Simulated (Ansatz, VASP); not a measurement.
## One calculation of NaF, two programs

INCAR

```
PREC     = Accurate       # precision mode
ENCUT    = 600            # plane-wave cutoff, eV
EDIFF    = 1E-6           # SCF threshold, eV
ISMEAR   = 0              # smearing method
SIGMA    = 0.02           # smearing width, eV
LREAL    = False          # projectors in reciprocal space
LASPH    = True           # aspherical terms in the spheres
NELM     = 120            # most SCF steps
ALGO     = Normal         # electronic algorithm
ISIF     = 2              # what is computed and relaxed
LWAVE    = False          # write WAVECAR
LCHARG   = True           # write CHGCAR
GGA      = PE             # functional
LELF     = True           # ELF
LVHAR    = True         
NBANDS   = 14             # bands
GGA_COMPAT= False
```

File KPOINTS:

```
Automatic mesh
0
Gamma
  10 10 10
```

The input POSCAR:

```
NaF
1.0
    2.2804862243      0.0000000000      0.0000000000
    0.0000000000      2.2804862243      0.0000000000
    0.0000000000      0.0000000000      2.2804862243
Na F
1 1
Direct
    0.0000000000      0.0000000000      0.0000000000
    0.5000000000      0.5000000000      0.5000000000
```

Input for Ansatz:

```yaml
crystal:
  lattice:
    - [2.2804862243, 0.0, 0.0]
    - [0.0, 2.2804862243, 0.0]
    - [0.0, 0.0, 2.2804862243]
  atoms:
    - { symbol: Na, position: [0.0, 0.0, 0.0] }
    - { symbol: F, position: [0.5, 0.5, 0.5] }
basis:
  ecutwfc: 420
kpoints:
  mp_grid: { grid: [10, 10, 10] }
  band_path:
    path:
      - [[0.0, 0.0, 0.0], [0.0, 0.5, 0.0], [0.5, 0.5, 0.0], [0.0, 0.0, 0.0], [0.5, 0.5, 0.5], [0.0, 0.5, 0.0]]
      - [[0.5, 0.5, 0.5], [0.5, 0.5, 0.0]]
    npoints: 12
hamiltonian:
  xc: pbe
scf:
  occupations: { method: gaussian, width: 0.02 }
  n_extra_bands: 6
output:
  forces: true
  stress: true
  eigenvalues: true
```

Alike in both runs: task single point; functional PBE; k mesh 10 × 10 × 10; occupations gaussian, width 0.02 eV; no spin polarisation.

```csv
,VASP,Ansatz
version,VASP 6.6.1,Ansatz 0.2.0
potentials or method,"VASP PAW PBE potentials, release 64 (Na_pv, F), cutoff 600 eV","scalar-relativistic, plane waves, PAW"
valence electrons in the cell,14,16
```

|  | VASP | Ansatz | Ansatz less VASP |
| --- | --- | --- | --- |
| gap on the k mesh at the Fermi level (eV) | 12.61 | 12.63 | +0.025 |
| least direct gap on the mesh (eV) | 13.20 | 13.23 | +0.025 |

VASP's potentials hold 14 valence electrons a cell and Ansatz's 16, so a difference there can come from the potentials and not from the codes.
